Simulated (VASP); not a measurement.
A run of VASP 6.6.1 is set up as follows.

Contents of POSCAR:

```
TlBr
1.0
    3.8475255000      0.0000000000      0.0000000000
    0.0000000000      3.8475255000      0.0000000000
    0.0000000000      0.0000000000      3.8475255000
Tl Br
1 1
Direct
    0.0000000000      0.0000000000      0.0000000000
    0.5000000000      0.5000000000      0.5000000000
```

The input INCAR.step1:

```
ALGO = Normal
EDIFF = 1E-5
ENCUT = 550
GGA = PE
GGA_COMPAT = F
ISMEAR = 0
LASPH = T
LCHARG = F
LREAL = F
LWAVE = T
NBANDS = 17
NELM = 120
PREC = Accurate
SIGMA = 0.02
```

File INCAR.step2:

```
ALGO = Normal
EDIFF = 1E-6
ENCUT = 550
GGA_COMPAT = F
ISIF = 2
ISMEAR = 0
ISTART = 1
LASPH = T
LCHARG = F
LMIXTAU = T
LREAL = F
LWAVE = F
METAGGA = R2SCAN
NBANDS = 17
NELM = 120
PREC = Accurate
SIGMA = 0.02
```

KPOINTS

```
k-points
0
Gamma
  8 8 8
```

Potentials or basis: VASP PAW PBE potentials, release 64 (Tl_d, Br).

Launch:

```console
$ cat potpaw_PBE.64/Tl_d/POTCAR potpaw_PBE.64/Br/POTCAR > POTCAR
$ cp INCAR.step1 INCAR
$ mpirun -np 1 vasp_std > vasp.out
$ cp INCAR.step2 INCAR
$ mpirun -np 1 vasp_std > vasp.out
```

Question: Estimate the band gap on the k mesh.

Answer: 2.02 eV.

Question: What does it give for the pressure?

Answer: 3.7 GPa.

Caveat: the cell differs from its parent crystal (strained); the cell stands under pressure; the PAW data sets were made with another functional, which shifts forces and pressure a little; spin-orbit coupling is left out, which moves the levels of the heavy elements. A k mesh can miss the band edges.
